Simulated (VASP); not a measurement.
Write the native input for VASP 6.6.1 that does the following.

| Quantity | Value |
| --- | --- |
| Task | single point |
| Functional | r2SCAN |
| Potentials or basis | VASP PAW PBE potentials, release 64 (Na_pv, I) |
| Cutoff | 520 eV |
| k mesh | 6 × 6 × 6 |
| Occupations | gaussian, width 0.01 eV |
| Spin | no spin polarisation |
| Dipole correction | no |
| Further INCAR settings | ALGO = Normal; EDIFF = 1e-06; NBANDS = 14 |

The system is NaI.

```
CELL_PARAMETERS angstrom
-0.21210 3.46927 3.46927
3.46927 -0.21210 3.46927
3.46927 3.46927 -0.21210
ATOMIC_POSITIONS crystal
Na 0.99258 0.99258 0.99258
I 0.25742 0.25742 0.25742
```

This cell differs from its parent crystal: epitaxial 111 strain +3.9%.

These files were run (other wordings do the same):

POSCAR

```
NaI
1.0
   -0.2121037079      3.4692723996      3.4692723996
    3.4692723996     -0.2121037079      3.4692723996
    3.4692723996      3.4692723996     -0.2121037079
Na I
1 1
Direct
   -0.0074217700     -0.0074217700     -0.0074217700
    0.2574217700      0.2574217700      0.2574217700
```

INCAR.step1

```
SYSTEM = NaI
PREC = Accurate ; ENCUT = 520
ISMEAR = 0 ; SIGMA = 0.01
LREAL = .FALSE. ; LASPH = .TRUE.
NELM = 60 ; NBANDS = 14
GGA = PE ; ALGO = Normal
EDIFF = 1E-4 ; LWAVE = .TRUE.
LCHARG = .FALSE.
```

INCAR.step2

```
SYSTEM = NaI
PREC = Accurate ; ENCUT = 520
EDIFF = 1E-6 ; ISMEAR = 0
SIGMA = 0.01 ; LREAL = .FALSE.
LASPH = .TRUE. ; NELM = 60
ALGO = Normal ; ISIF = 2
LWAVE = .FALSE. ; LCHARG = .FALSE.
METAGGA = R2SCAN ; LMIXTAU = .TRUE.
NBANDS = 14 ; ISTART = 1
```

KPOINTS

```
regular mesh
0
G
  6 6 6
  0 0 0
```

Potentials or basis: VASP PAW PBE potentials, release 64 (Na_pv, I).

Launch:

```console
$ cat potpaw_PBE.64/Na_pv/POTCAR potpaw_PBE.64/I/POTCAR > POTCAR
$ cp INCAR.step1 INCAR
$ mpirun -np 1 vasp_std > vasp.out
$ cp INCAR.step2 INCAR
$ mpirun -np 1 vasp_std > vasp.out
```

Results of the run:

```yaml
Pressure: -0.4 GPa
Band_gap_on_the_k_mesh: 4.18 eV, direct
```

Caveat: the cell differs from its parent crystal (epitaxial 111 strain +3.9%); the PAW data sets were made with another functional, which shifts forces and pressure a little; spin-orbit coupling is left out, which moves the levels of the heavy elements.

Wall time 85 s on 1 thread of Intel(R) Xeon(R) 6975P-C (Granite Rapids), on a shared host, peak memory 0.27 GiB.
